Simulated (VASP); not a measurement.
# SnP4 (I4/m) in VASP: notebook

The runs below take SnP4 through single point, with PBE.

Everything below comes from runs of VASP 6.6.1. Logs are shortened: lines on timing, memory, paths and dates and some standing lists are left out, and cuts for length are marked.

## 1. The cell of the first run

Symmetry: I4/m, No. 87, tetragonal system. The conventional cell has a = 6.800 Å, b = 6.800 Å, c = 4.212 Å, α = 90.00°, β = 90.00°, γ = 90.00°. Sn (site symmetry 4/m) has 12 P at 3.01 to 3.04 Å within 4.0 Å. P (site symmetry m) has 9 P at 3.00 to 3.05 Å and 3 Sn at 3.01 to 3.04 Å within 4.0 Å.

The cell was generated, and may not be a known phase.

## 2. Single point, PBE

INCAR

```
ALGO     = Normal         # electronic algorithm
EDIFF    = 1E-7           # SCF threshold, eV
ENCUT    = 520            # plane-wave cutoff, eV
GGA      = PE             # functional
ISIF     = 2              # what is computed and relaxed
ISMEAR   = 0              # smearing method
LASPH    = T              # aspherical terms in the spheres
LCHARG   = T              # write CHGCAR
LELF     = T              # ELF
LREAL    = F              # projectors in reciprocal space
LVHAR    = T            
LWAVE    = F              # write WAVECAR
NBANDS   = 25             # bands
NELM     = 80             # most SCF steps
PREC     = Accurate       # precision mode
SIGMA    = 0.1            # smearing width, eV
```

KPOINTS

```
k-points
0
Gamma
  6 6 6
```

POSCAR

```
SnP4
1.0
   -3.3998171400      3.3998171400      2.1061257400
    3.3998171400     -3.3998171400      2.1061257400
    3.3998171400      3.3998171400     -2.1061257400
Sn P
1 4
Direct
    0.0000000000      0.0000000000      0.0000000000
    0.5998418600      0.8010417500      0.4008836200
    0.4001581400      0.1989582500      0.5991163800
    0.8010417500      0.4001581400      0.2011998900
    0.1989582500      0.5998418600      0.7988001100
```

Potentials or basis: VASP PAW PBE potentials, release 64 (Sn_d, P).

Launch:

```
cat potpaw_PBE.64/Sn_d/POTCAR potpaw_PBE.64/P/POTCAR > POTCAR
mpirun -np 1 vasp_std > vasp.out
```

OUTCAR:

```text
EDIFF = 1E-7
   ENCUT = 520
   GGA = PE
   ISIF = 2
   ISMEAR = 0
   LASPH = T
   LREAL = F
   NELM = 80
   PREC = Accurate

 ion  position               nearest neighbor table
   1  0.000  0.000  0.000-   5 3.01   4 3.01   4 3.01   5 3.01   2 3.01   3 3.01   3 3.01   2 3.01
                             2 3.04   3 3.04   4 3.04   5 3.04
   2  0.600  0.801  0.401-   1 3.01   1 3.01   1 3.04
   3  0.400  0.199  0.599-   1 3.01   1 3.01   1 3.04
   4  0.801  0.400  0.201-   1 3.01   1 3.01   1 3.04
   5  0.199  0.600  0.799-   1 3.01   1 3.01   1 3.04

  LATTYP: Found a body centered tetragonal cell.
 ALAT       =     6.7996342800
 C/A-ratio  =     0.6194820643

  Lattice vectors:

 A1 = (  -3.3998171400,   3.3998171400,   2.1061257400)
 A2 = (   3.3998171400,  -3.3998171400,   2.1061257400)
 A3 = (   3.3998171400,   3.3998171400,  -2.1061257400)

Analysis of symmetry for initial positions (statically):
=====================================================================
 Subroutine PRICEL returns:
 Original cell was already a primitive cell.

 Routine SETGRP: Setting up the symmetry group for a
 body centered tetragonal supercell.

 Subroutine GETGRP returns: Found  8 space group operations
 (whereof  8 operations were pure point group operations)
 out of a pool of 16 trial point group operations.

The static configuration has the point symmetry C_4h.

Analysis of symmetry for dynamics (positions and initial velocities):
=====================================================================
 Subroutine PRICEL returns:
 Original cell was already a primitive cell.

 Routine SETGRP: Setting up the symmetry group for a
 body centered tetragonal supercell.

 Subroutine GETGRP returns: Found  8 space group operations
 (whereof  8 operations were pure point group operations)
 out of a pool of 16 trial point group operations.

The dynamic configuration has the point symmetry C_4h.

 Subroutine INISYM returns: Found  8 space group operations
 (whereof  8 operations are pure point group operations),
 and found     1 'primitive' translations

----------------------------------------------------------------------------------------

                                     Primitive cell

  volume of cell :      97.3768

  direct lattice vectors                    reciprocal lattice vectors
    -3.399817140  3.399817140  2.106125740     0.000000000  0.147066733  0.237402730
     3.399817140 -3.399817140  2.106125740     0.147066733  0.000000000  0.237402730
     3.399817140  3.399817140 -2.106125740     0.147066733  0.147066733  0.000000000

  length of vectors
     5.249121717  5.249121717  5.249121717     0.279264534  0.279264534  0.207983769

  position of ions in fractional coordinates (direct lattice)
     0.000000000  0.000000000  0.000000000
     0.599841860  0.801041750  0.400883620
     0.400158140  0.198958250  0.599116380
     0.801041750  0.400158140  0.201199890
     0.198958250  0.599841860  0.798800110

  ion indices of the primitive-cell ions
   primitive index   ion index
                 1           1
                 2           2
                 3           3
                 4           4
                 5           5

----------------------------------------------------------------------------------------

 KPOINTS: k-points

Automatic generation of k-mesh.
 Grid dimensions read from file:
 generate k-points for:    6    6    6

 Generating k-lattice:

  Cartesian coordinates                     Fractional coordinates (reciprocal lattice)
     0.000000000  0.024511122  0.039567122     0.166666667 -0.000000000  0.000000000
     0.024511122  0.000000000  0.039567122    -0.000000000  0.166666667  0.000000000
     0.024511122  0.024511122  0.000000000     0.000000000  0.000000000  0.166666667

  Length of vectors
     0.046544089  0.046544089  0.034663961

  Shift w.r.t. Gamma in fractional coordinates (k-lattice)
     0.000000000  0.000000000  0.000000000

 Subroutine IBZKPT returns following result:
 ===========================================

 Found     36 irreducible k-points:

 Following reciprocal coordinates:
            Coordinates               Weight
  0.000000  0.000000  0.000000      1.000000
  0.166667  0.000000  0.000000      8.000000
  0.333333 -0.000000  0.000000      8.000000
  0.500000 -0.000000  0.000000      4.000000
  0.166667  0.166667  0.000000      8.000000
  0.333333  0.166667  0.000000      8.000000
[... 16 lines left out ...]
 -0.333333  0.333333 -0.166667      4.000000
 -0.166667  0.333333  0.166667      8.000000
 [... further k-points ...]
   k-points           NKPTS =     36   k-points in BZ     NKDIM =     36   number of bands    NBANDS=     25
   number of dos      NEDOS =    301   number of ions     NIONS =      5
   total plane-waves  NPLWV =  64000
   dimension x,y,z NGX =    40 NGY =   40 NGZ =   40
   dimension x,y,z NGXF=    80 NGYF=   80 NGZF=   80
   ions per type =               1   4
   NGX,Y,Z   is equivalent  to a cutoff of  12.67, 12.67, 12.67 a.u.
   NGXF,Y,Z  is equivalent  to a cutoff of  25.34, 25.34, 25.34 a.u.
 SYSTEM =  unknown system
   PREC   = accura    normal or accurate (medium, high low for compatibility)
   ISTART =      0    job   : 0-new  1-cont  2-samecut
   ICHARG =      2    charge: 1-file 2-atom 10-const
   ISPIN  =      1    spin polarized calculation?
   LNONCOLLINEAR =      F non collinear calculations
   LSORBIT =      F    spin-orbit coupling
   LASPH  =      T    aspherical Exc in radial PAW
   ENCUT  =  520.0 eV  38.22 Ry    6.18 a.u.   9.76  9.76  9.76*2*pi/ulx,y,z
   NELM   =     80;   NELMIN=  2; NELMDL= -5     # of ELM steps
   EDIFF  = 0.1E-06   stopping-criterion for ELM
   LREAL  =      F    real-space projection
   EDIFFG = 0.1E-05   stopping-criterion for IOM
   NSW    =      0    number of steps for IOM
   IBRION =     -1    ionic relax: 0-MD 1-quasi-New 2-CG
   NFREE  =      0    steps in history (QN), initial steepest desc. (CG)
   ISIF   =      2    stress and relaxation
   ISYM   =      2    0-nonsym 1-usesym 2-fastsym
   POTIM  = 0.5000    time-step for ionic-motion
   TEBEG  =    0.0;   TEEND  =   0.0 temperature during run
   PSTRESS=    0.0 pullay stress
   NELECT =      34.0000    total number of electrons
   NUPDOWN=      -1.0000    fix difference up-down
   EMIN   =  10.00;   EMAX   =-10.00  energy-range for DOS
   EFERMI =   0.00;   METHOD = LEGACY
   ISMEAR =     0;   SIGMA  =   0.10  broadening in eV -4-tet -1-fermi 0-gaus
   EFERMI_NEDOS =   21; number of points for ismear=-14 and -15
   IALGO  =     38    algorithm
   IMIX   =      4    mixing-type and parameters
     AMIX     =   0.40;   BMIX     =  1.00
     AMIX_MAG =   1.60;   BMIX_MAG =  1.00
  volume/ion in A,a.u.               =      19.48       131.43
  Fermi-wavevector in a.u.,A,eV,Ry     =   1.152788  2.178453 18.081047  1.328919
  Thomas-Fermi vector in A             =   2.289436
   LORBIT       =      0    0 simple, 1 ext, 2 COOP (PROOUT), +10 PAW based schemes
   GGA     = PE    functional components
   LHFCALC =     F    Hartree Fock is set to
   AEXX    =    0.0000 exact exchange contribution
   IVDW    =     0    specifies the selected vdW correction
   LEPSILON=     F    determine dielectric tensor
   LRPA    =     F    only Hartree local field effects (RPA)
 non-spin polarized calculation
 Gauss-broadening in eV      SIGMA  =   0.10
  energy-cutoff  :      520.00
  volume of cell :       97.38
 maximum number of plane-waves:      2648
   NGX = 19   NGY = 19   NGZ = 19

 number of electron      34.0000007 magnetization

 Free energy of the ion-electron system (eV)
  ---------------------------------------------------
  ext. energy  EPLUGINS =         0.00000000
  ---------------------------------------------------
  free energy    TOTEN  =       -21.23828497 eV

  energy without entropy =      -21.22779228  energy(sigma->0) =      -21.23303863

 E-fermi :   7.3902     XC(G=0): -10.5816

 val. band max:        7.3868345423   @ k =  -0.3333   0.5000   0.3333
 cond. band min:       7.4251507386   @ k =   0.5000   0.3333  -0.1667
 fundamental gap:      0.0383161962
 Fermi energy:         7.3902248748

 k-point     1 :       0.0000    0.0000    0.0000
  band No.  band energies     occupation
      1     -14.0986      2.00000
      2     -14.0942      2.00000
      3     -14.0911      2.00000
      4     -14.0911      2.00000
      5     -14.0905      2.00000
      6      -6.3215      2.00000
[... 17 lines left out ...]
     24      12.9924      0.00000
     25      13.1538      0.00000

 k-point     2 :       0.1667    0.0000    0.0000
  band No.  band energies     occupation
      1     -14.0979      2.00000
      2     -14.0935      2.00000
      3     -14.0933      2.00000
      4     -14.0903      2.00000
      5     -14.0894      2.00000
      6      -6.0295      2.00000
[... 17 lines left out ...]
     24      12.3426      0.00000
     25      13.0526      0.00000

 k-point     3 :       0.3333   -0.0000    0.0000
  band No.  band energies     occupation
      1     -14.0995      2.00000
      2     -14.0982      2.00000
      3     -14.0949      2.00000
      4     -14.0896      2.00000
      5     -14.0800      2.00000
      6      -5.1696      2.00000
[... 17 lines left out ...]
     24      11.6328      0.00000
     25      12.9399      0.00000

 k-point     4 :       0.5000   -0.0000    0.0000
  band No.  band energies     occupation
      1     -14.1017      2.00000
      2     -14.1006      2.00000
      3     -14.0945      2.00000
      4     -14.0890      2.00000
      5     -14.0752      2.00000
      6      -3.9944      2.00000
[... 17 lines left out ...]
     24      12.0259      0.00000
     25      12.7394      0.00000
[... 477 lines left out ...]
 k-point    22 :      -0.3333    0.3333    0.1667
  band No.  band energies     occupation
      1     -14.0965      2.00000
      2     -14.0947      2.00000
      3     -14.0909      2.00000
      4     -14.0908      2.00000
      5     -14.0899      2.00000
      6      -5.5217      2.00000
[... 17 lines left out ...]
     24      11.1978      0.00000
     25      12.8641      0.00000

 k-point    23 :      -0.3333    0.3333   -0.1667
  band No.  band energies     occupation
      1     -14.0965      2.00000
      2     -14.0948      2.00000
      3     -14.0909      2.00000
      4     -14.0908      2.00000
      5     -14.0899      2.00000
      6      -5.5208      2.00000
[... 17 lines left out ...]
     24      11.6501      0.00000
     25      12.3742      0.00000

 k-point    24 :      -0.1667    0.3333    0.1667
  band No.  band energies     occupation
      1     -14.0968      2.00000
      2     -14.0932      2.00000
      3     -14.0926      2.00000
      4     -14.0903      2.00000
      5     -14.0897      2.00000
      6      -5.3922      2.00000
[... 17 lines left out ...]
     24      11.8063      0.00000
     25      12.6470      0.00000

 [... further k-points ...]

------------------------ aborting loop because EDIFF is reached ----------------------------------------

  FORCE on cell =-STRESS in cart. coord.  units (eV):
  Direction    XX          YY          ZZ          XY          YZ          ZX
  --------------------------------------------------------------------------------------
  -------------------------------------------------------------------------------------
  Total       -4.2867261     -4.2867261     -4.5979501      0.0000000     -0.0000000      0.0000000
  in kB      -70.5311420    -70.5311420    -75.6518292      0.0000000     -0.0000000      0.0000000
  external PRESSURE =     -72.2380378 kB  Pullay stress =       0.0000000 kB

 VOLUME and BASIS-vectors are now :
 -----------------------------------------------------------------------------
  energy-cutoff  :      520.00
  volume of cell :       97.38
      direct lattice vectors                 reciprocal lattice vectors
    -3.399817140  3.399817140  2.106125740     0.000000000  0.147066733  0.237402730
     3.399817140 -3.399817140  2.106125740     0.147066733  0.000000000  0.237402730
     3.399817140  3.399817140 -2.106125740     0.147066733  0.147066733  0.000000000

 POSITION                                       TOTAL-FORCE (eV/Angst)
 -----------------------------------------------------------------------------------
      0.00000      0.00000      0.00000        -0.000000     -0.000000      0.000000
      2.04697      0.67889      2.10613         0.368022      0.052940      0.000000
      1.35284      2.72093      0.00000        -0.368022     -0.052940     -0.000000
     -0.67889      2.04697      2.10613        -0.052940      0.368022      0.000000
      4.07871      1.35284     -0.00000         0.052940     -0.368022     -0.000000
 -----------------------------------------------------------------------------------
    total drift:                               -0.000000      0.000000     -0.000000

  FREE ENERGIE OF THE ION-ELECTRON SYSTEM (eV)
  ---------------------------------------------------
  free  energy   TOTEN  =       -21.2382849748 eV

  energy  without entropy=      -21.2277922818  energy(sigma->0) =      -21.23303863
```

Wall time 2.7 min (1 thread of Oxide Virtual Turin-like, shared host); peak memory 0.24 GiB.

What came out:

```
Free energy            : -21.2383 eV
Pressure               : -7.2 GPa
Largest force          : 0.372 eV/Å
Band gap on the k mesh : zero (bands 17 and 18 overlap by 1.82 eV)
```

Forces on the atoms (eV/Å):
```
Sn   0.000  0.000  0.000
P    0.368  0.053  0.000
P   -0.368 -0.053  0.000
P   -0.053  0.368  0.000
P    0.053 -0.368  0.000
```

Caveat: the cell stands under tension; spin-orbit coupling is left out, which moves the levels of the heavy elements.

## 3. Single point, PBE

This run uses another cell than the first one, of 20.09 Å³/atom.

INCAR

```
PREC     = Accurate       # precision mode
ENCUT    = 520            # plane-wave cutoff, eV
EDIFF    = 1E-6           # SCF threshold, eV
ISMEAR   = 0              # smearing method
SIGMA    = 0.1            # smearing width, eV
LREAL    = F              # projectors in reciprocal space
LASPH    = T              # aspherical terms in the spheres
NELM     = 80             # most SCF steps
ALGO     = Fast           # electronic algorithm
ISIF     = 2              # what is computed and relaxed
LWAVE    = F              # write WAVECAR
LCHARG   = F              # write CHGCAR
GGA      = PE             # functional
NBANDS   = 25             # bands
```

KPOINTS

```
Automatic mesh
0
Gamma
  6 6 6
```

POSCAR

```
SnP4
1.0
   -3.4354641801      3.4354641801      2.1278078203
    3.4354641801     -3.4354641801      2.1278078203
    3.4354641801      3.4354641801     -2.1278078203
Sn P
1 4
Direct
    0.0000000000      0.0000000000      0.0000000000
    0.5875961769      0.8655299372      0.4531261141
    0.4124038231      0.1344700628      0.5468738859
    0.8655299372      0.4124038231      0.2779337603
    0.1344700628      0.5875961769      0.7220662397
```

Potentials or basis: VASP PAW PBE potentials, release 64 (Sn_d, P).

Launch:

```
cat potpaw_PBE.64/Sn_d/POTCAR potpaw_PBE.64/P/POTCAR > POTCAR
mpirun -np 1 vasp_std > vasp.out
```

OUTCAR:

```text
PREC = Accurate
   ENCUT = 520
   EDIFF = 1E-6
   ISMEAR = 0
   LREAL = F
   LASPH = T
   NELM = 80
   ISIF = 2
   GGA = PE

 ion  position               nearest neighbor table
   1  0.000  0.000  0.000-   3 2.98   4 2.98   5 2.98   2 2.98   4 3.35   5 3.35   5 3.35   2 3.35
                             2 3.35   4 3.35   3 3.35   3 3.35
   2  0.588  0.866  0.453-   3 2.21   5 2.64   4 2.64   4 2.64   5 2.64   1 2.98   1 3.35   1 3.35

   3  0.412  0.134  0.547-   2 2.21   5 2.64   4 2.64   5 2.64   4 2.64   1 2.98   1 3.35   1 3.35
[... 881 lines left out ...]
  --------------------------------------------------------------------------------------
  -------------------------------------------------------------------------------------
  Total       -0.0262412     -0.0262412     -0.1354815     -0.0000001      0.0000000      0.0000000
  in kB       -0.4185338     -0.4185338     -2.1608630     -0.0000010      0.0000000      0.0000000
  external PRESSURE =      -0.9993102 kB  Pullay stress =       0.0000000 kB

 VOLUME and BASIS-vectors are now :
 -----------------------------------------------------------------------------
  energy-cutoff  :      520.00
  volume of cell :      100.45
      direct lattice vectors                 reciprocal lattice vectors
    -3.435464180  3.435464180  2.127807820     0.000000000  0.145540740  0.234983627
     3.435464180 -3.435464180  2.127807820     0.145540740  0.000000000  0.234983627
     3.435464180  3.435464180 -2.127807820     0.145540740  0.145540740  0.000000000

 POSITION                                       TOTAL-FORCE (eV/Angst)
 -----------------------------------------------------------------------------------
      0.00000      0.00000      0.00000        -0.000000     -0.000000     -0.000000
      2.51153      0.60187      2.12781         0.062643     -0.050839      0.000000
      0.92393      2.83360      0.00000        -0.062643      0.050839     -0.000000
     -0.60187      2.51153      2.12781         0.050839      0.062643      0.000000
      4.03733      0.92393      0.00000        -0.050839     -0.062643     -0.000000
 -----------------------------------------------------------------------------------
    total drift:                                0.000000     -0.000000      0.000000

  FREE ENERGIE OF THE ION-ELECTRON SYSTEM (eV)
  ---------------------------------------------------
  free  energy   TOTEN  =       -23.0985315756 eV

  energy  without entropy=      -23.0882323433  energy(sigma->0) =      -23.09338196
```

OSZICAR:

```text
N       E                     dE             d eps       ncg     rms          rms(c)
DAV:   1     0.242076840275E+03    0.24208E+03   -0.14836E+04  1826   0.147E+03
DAV:   2     0.628822295959E+01   -0.23579E+03   -0.22261E+03  1905   0.379E+02
DAV:   3    -0.221882971078E+02   -0.28477E+02   -0.27111E+02  2344   0.111E+02
DAV:   4    -0.233655116808E+02   -0.11772E+01   -0.11643E+01  2101   0.230E+01
DAV:   5    -0.234049025824E+02   -0.39391E-01   -0.39298E-01  2723   0.432E+00    0.889E+00
RMM:   6    -0.231048830004E+02    0.30002E+00   -0.50066E-01  2269   0.299E+00    0.519E+00
RMM:   7    -0.231010796634E+02    0.38033E-02   -0.22536E-01  2283   0.171E+00    0.157E+00
RMM:   8    -0.230979249518E+02    0.31547E-02   -0.27980E-02  2423   0.131E+00    0.102E-01
RMM:   9    -0.230985768241E+02   -0.65187E-03   -0.92827E-03  2964   0.539E-01    0.131E-01
RMM:  10    -0.230985087343E+02    0.68090E-04   -0.68111E-04  2525   0.192E-01    0.319E-02
RMM:  11    -0.230985330848E+02   -0.24351E-04   -0.21870E-04  2863   0.902E-02    0.123E-02
RMM:  12    -0.230985321491E+02    0.93572E-06   -0.45568E-05  2536   0.508E-02    0.118E-02
RMM:  13    -0.230985315756E+02    0.57354E-06   -0.79821E-06  2646   0.217E-02
   1 F= -.23098532E+02 E0= -.23093382E+02  d E =-.102992E-01
```

stdout:

```text
POSCAR found type information on POSCAR SnP
 POSCAR found :  2 types and       5 ions
 scaLAPACK will be used
 LDA part: xc-table for (Slater+PW92), standard interpolation
 POSCAR, INCAR and KPOINTS ok, starting setup
 FFT: planning ... GRIDC
 FFT: planning ... GRID_SOFT
 FFT: planning ... GRID
 WAVECAR not read
 entering main loop
```

Run time: 2.9 min. Hardware: 1 thread of Oxide Virtual Turin-like, shared host; peak memory 0.24 GiB.

Results:

```yaml
Free_energy: -23.0985 eV
Pressure: -0.1 GPa
Largest_force: 0.081 eV/Å
Band_gap_on_the_k_mesh: zero (bands 17 and 18 overlap by 2.26 eV)
```

Forces on the atoms (eV/Å):
```
Sn   0.000  0.000  0.000
P    0.063 -0.051  0.000
P   -0.063  0.051  0.000
P    0.051  0.063  0.000
P   -0.051 -0.063  0.000
```

Caveat: spin-orbit coupling is left out, which moves the levels of the heavy elements.

The gap in the log of VASP goes by the Fermi energy; the results here count the filled bands.